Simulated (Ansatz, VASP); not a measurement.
# One calculation of V, two programs

Contents of INCAR:

```
PREC     = Accurate       # precision mode
ENCUT    = 500            # plane-wave cutoff, eV
EDIFF    = 1E-7           # SCF threshold, eV
ISMEAR   = 0              # smearing method
SIGMA    = 0.1            # smearing width, eV
LREAL    = False          # projectors in reciprocal space
LASPH    = True           # aspherical terms in the spheres
NELM     = 120            # most SCF steps
ALGO     = Normal         # electronic algorithm
ISIF     = 3              # what is computed and relaxed
LWAVE    = False          # write WAVECAR
LCHARG   = False          # write CHGCAR
GGA      = PE             # functional
IBRION   = 2              # ionic algorithm
NSW      = 90             # ionic steps
EDIFFG   = -0.04          # ionic threshold
GGA_COMPAT= False        
NELMIN   = 4
```

Contents of KPOINTS:

```
Automatic mesh
0
Gamma
  6 6 4
```

The input POSCAR:

```
V
1.0
    2.7539923963     -1.6423809200      0.0000000000
    2.7539923963      1.6423809200      0.0000000000
   -1.5369480765      0.0000000000      7.1267214360
V
4
Direct
    0.9680000000      0.6020000000      0.0997000000
    0.3980000000      0.0320000000      0.4003000000
    0.0320000000      0.3980000000      0.9003000000
    0.6020000000      0.9680000000      0.5997000000
```

Input for Ansatz:

```yaml
crystal:
  lattice:
    - [2.7539923963, -1.64238092, 0.0]
    - [2.7539923963, 1.64238092, 0.0]
    - [-1.5369480765, 0.0, 7.126721436]
  atoms:
    - { symbol: V, position: [0.968, 0.602, 0.0997] }
    - { symbol: V, position: [0.398, 0.032, 0.4003] }
    - { symbol: V, position: [0.032, 0.398, 0.9003] }
    - { symbol: V, position: [0.602, 0.968, 0.5997] }
basis:
  ecutwfc: 420
kpoints:
  mp_grid: { grid: [6, 6, 4] }
hamiltonian:
  xc: pbe
scf:
  occupations: { method: gaussian, width: 0.1 }
  lower_state_search: "off"
output:
  forces: true
  stress: true
  eigenvalues: true
relax:
  adjacent_minimum: "off"
  f_tol: 0.04
  max_steps: 70
  cell: { stress_tol: 0.4 }
```

Alike in both runs: task relaxation of cell and atoms; functional PBE; k mesh 6 × 6 × 4; occupations gaussian, width 0.1 eV; no spin polarisation.

|  | VASP | Ansatz |
| --- | --- | --- |
| version | VASP 6.6.1 | Ansatz 0.2.0 |
| potentials or method | VASP PAW PBE potentials, release 64 (V_sv), cutoff 500 eV | scalar-relativistic, plane waves, PAW |
| valence electrons in the cell | 52 | 52 |

```csv
,VASP,Ansatz,Ansatz less VASP
"gap on the k mesh at the Fermi level, each at its own relaxed structure (eV)",none,none,-
relaxed volume (Å³/atom),13.48,13.49,+0.011
relaxed cell length with the largest relative difference (Å),8.391,8.404,+0.0135
```

A gap of «none» marks a metal or a gap that the smearing closes.

The k mesh is coarse, so the values compare programs but aren't converged. Noted on VASP's run: the volume moved by over 15 % at a fixed basis, so the end points are rough.
